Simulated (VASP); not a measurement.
A run of VASP 6.6.1 is set up as follows.

Contents of INCAR:

```
SYSTEM = Ca3Y
ALGO = Normal
EDIFF = 1E-7
ENCUT = 520
GGA = PS
ISIF = 2
ISMEAR = -1
LASPH = .TRUE.
LCHARG = .FALSE.
LREAL = .FALSE.
LWAVE = .FALSE.
NBANDS = 28
NELM = 60
PREC = Accurate
SIGMA = 0.05
```

The input KPOINTS:

```
k-points
0
G
  6 6 6
  0 0 0
```

File POSCAR:

```
Ca3Y
1.0
   -2.6203945273      2.6203945273      5.3122490460
    2.6203945273     -2.6203945273      5.3122490460
    2.6203945273      2.6203945273     -5.3122490460
Ca Y
3 1
Direct
    0.7500000000      0.2500000000      0.5000000000
    0.2500000000      0.7500000000      0.5000000000
    0.5000000000      0.5000000000      0.0000000000
    0.0000000000      0.0000000000      0.0000000000
```

Potentials or basis: VASP PAW PBE potentials, release 64 (Ca_sv, Y_sv).

Command:

```console
$ cat potpaw_PBE.64/Ca_sv/POTCAR potpaw_PBE.64/Y_sv/POTCAR > POTCAR
$ mpirun -np 1 vasp_std > vasp.out
```

Question: What does it give for the pressure?

Answer: 0.7 GPa.

Stress tensor (GPa, compression positive):
```
0.79 0.00 0.00
0.00 0.79 0.00
0.00 0.00 0.65
```

Caveat: the PAW data sets were made with another functional, which shifts forces and pressure a little.
